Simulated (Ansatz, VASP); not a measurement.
This is a calculation of VWC2 for Ansatz 0.2.0.

input.yaml

```yaml
crystal:
  lattice:
    - [1.4860724039, 0.8579843024, 4.8331732337]
    - [-1.4860724039, 0.8579843024, 4.8331732337]
    - [0.0, -1.7159686048, 4.8331732337]
  atoms:
    - { symbol: W, position: [0.0, 0.0, 0.0] }
    - { symbol: V, position: [0.5, 0.5, 0.5], spin: 2.0 }
    - { symbol: C, position: [0.246494, 0.246494, 0.246494] }
    - { symbol: C, position: [0.753506, 0.753506, 0.753506] }
kpoints:
  mp_grid: { grid: [10, 10, 10] }
scf:
  occupations: { method: fermi_dirac, width: 0.05 }
hamiltonian:
  xc: pbesol
  pseudopotentials: { kind: all_electron, lapw: { basis_error: 0.001 } }
magnetization:
  spin_polarized: true
output:
  forces: true
  stress: true
  eigenvalues: true
```

Potentials or basis: all-electron LAPW, scalar-relativistic.

Run with:

```sh
$ ansatz run input.yaml --threads 4 --pin off --max-ram 12288MiB --backend cpu --events-out ev --progress --plain --runs-dir out
```

Question: Translate it to VASP 6.6.1. Potentials there: VASP PAW PBE potentials, release 64 (W_sv, V_sv, C).

Answer: As run (the cutoff follows the program's own potentials):

INCAR

```
PREC = Accurate
ENCUT = 520
EDIFF = 1E-7
ISMEAR = -1
SIGMA = 0.05
LREAL = F
LASPH = T
NELM = 150
ALGO = Normal
ISIF = 2
LWAVE = F
LCHARG = T
ISPIN = 2
MAGMOM = 0 2 0 0
LORBIT = 11
LMAXMIX = 4
GGA = PS
LELF = T
LVHAR = T
NBANDS = 30
```

The input KPOINTS:

```
Automatic mesh
0
Gamma
  10 10 10
```

Contents of POSCAR:

```
VWC2
1.0
    1.4860724039      0.8579843024      4.8331732337
   -1.4860724039      0.8579843024      4.8331732337
    0.0000000000     -1.7159686048      4.8331732337
W V C
1 1 2
Direct
    0.0000000000      0.0000000000      0.0000000000
    0.5000000000      0.5000000000      0.5000000000
    0.2464940000      0.2464940000      0.2464940000
    0.7535060000      0.7535060000      0.7535060000
```

Potentials or basis: VASP PAW PBE potentials, release 64 (W_sv, V_sv, C).

The run is started by

```bash
$ cat potpaw_PBE.64/W_sv/POTCAR potpaw_PBE.64/V_sv/POTCAR potpaw_PBE.64/C/POTCAR > POTCAR
$ mpirun -np 1 vasp_std > vasp.out
```

Both were run:

|  | VASP | Ansatz | Ansatz less VASP |
| --- | --- | --- | --- |
| gap on the k mesh at the Fermi level (eV) | none | none | - |
| pressure (GPa) | 12.8 | 11.7 | -1.10 |
| traceless stress, the component that is largest in VASP (GPa) | -0.73 | -0.67 | +0.059 |
| rms of the force components (eV/Å) | 0.091 | 0.078 | -0.0136 |
| net moment per atom (μB) | 0.00 | 0.00 | 0.000 |

VASP's potentials were made for PBE, not for PBEsol. Atom by atom the forces differ by 0.014 eV/Å (rms over components). A gap of «none» marks a metal or a gap that the smearing closes. Ansatz ran all-electron here, and VASP with PAW potentials.

Spin-orbit coupling is off throughout.
